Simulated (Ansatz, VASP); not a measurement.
**YSbS5 in VASP and in Ansatz**

```
Y Sb S
1.0
     3.83774    0.00000    0.00000
     0.00000    3.83774    0.00000
     0.00000    0.00000   11.54158
Y Sb S
1 1 5
Direct
  0.00000 0.00000 0.50000
  0.50000 0.50000 0.00000
  0.00000 0.00000 0.00000
  0.50000 0.00000 0.67328
  0.00000 0.50000 0.67328
  0.50000 0.00000 0.32672
  0.00000 0.50000 0.32672
```

Change from the starting cell: species swapped into the AgPPt5 type (P4/mmm, No. 123).

Alike in both runs: functional PBE; k mesh 4 × 4 × 2; occupations gaussian, width 0.1 eV; no spin polarisation.

Ansatz relaxed the structure, and its values are those at the end. VASP's run is a single point on that final structure, the one shown.

|  | VASP | Ansatz |
| --- | --- | --- |
| version | VASP 6.6.1 | Ansatz 0.2.0 |
| potentials or method | VASP PAW PBE potentials, release 64 (Y_sv, Sb, S), cutoff 520 eV | scalar-relativistic, plane waves, PAW |
| valence electrons in the cell | 46 | 56 |

```csv
,VASP,Ansatz,Ansatz less VASP
gap on the k mesh at the Fermi level (eV),none,none,-
pressure (GPa),-0.1,0.0,+0.13
rms of the force components (eV/Å),0.006,0.003,-0.0029
```

A gap of «none» marks a metal or a gap that the smearing closes. VASP's potentials hold 46 valence electrons a cell and Ansatz's 56, so a difference there can come from the potentials and not from the codes.

The k mesh is coarse, so the values compare programs but aren't converged. Spin-orbit coupling is off throughout.
